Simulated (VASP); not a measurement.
GaAs: electric field gradients with LDA

The system is GaAs.

```
CELL_PARAMETERS angstrom
0.00000 2.78864 2.78864
2.78864 0.00000 2.78864
2.78864 2.78864 0.00000
ATOMIC_POSITIONS crystal
Ga 0.00000 0.00000 0.00000
As 0.75000 0.75000 0.75000
```

This cell differs from its parent crystal: volume scaled by 0.96.

```
Program                : VASP 6.6.1
Task                   : electric field gradients
Functional             : LDA
Potentials or basis    : VASP PAW LDA potentials, release 64 (Ga_d, As)
Cutoff                 : 520 eV
k mesh                 : 10 × 10 × 10
Occupations            : fermi-dirac, width 0.08 eV
Spin                   : no spin polarisation
Dipole correction      : no
Further INCAR settings : ALGO = Normal; EDIFF = 1e-08; NBANDS = 16
```

```
Pressure               : 1.4 GPa
Band gap on the k mesh : 0.64 eV, direct
```

Levels at points of the mesh, in eV from the valence-band top:
```
           k point  band 5  band 6  band 7  band 8  band 9  band 10  band 11  band 12  band 13  band 14
(0.00, 0.00, 0.00)  -14.92  -13.06    0.00    0.00    0.00     0.64     3.68     3.68     3.68     7.48
(0.50, 0.00, 0.00)  -14.91  -11.17   -6.92   -1.21   -1.21     0.98     4.60     4.60     7.60    10.52
(0.50, 0.50, 0.00)  -14.90  -10.38   -7.07   -2.84   -2.84     1.27     1.53    10.37    10.37    11.17
```

It used 51 s of CPU time on 1 thread of AMD EPYC 7R13 Processor (Zen 3) (shared host).

Caveat: without QUAD_EFG the Cq values of the log hold for a quadrupole moment of 1 mb, not for the nuclei. A k mesh can miss the band edges.
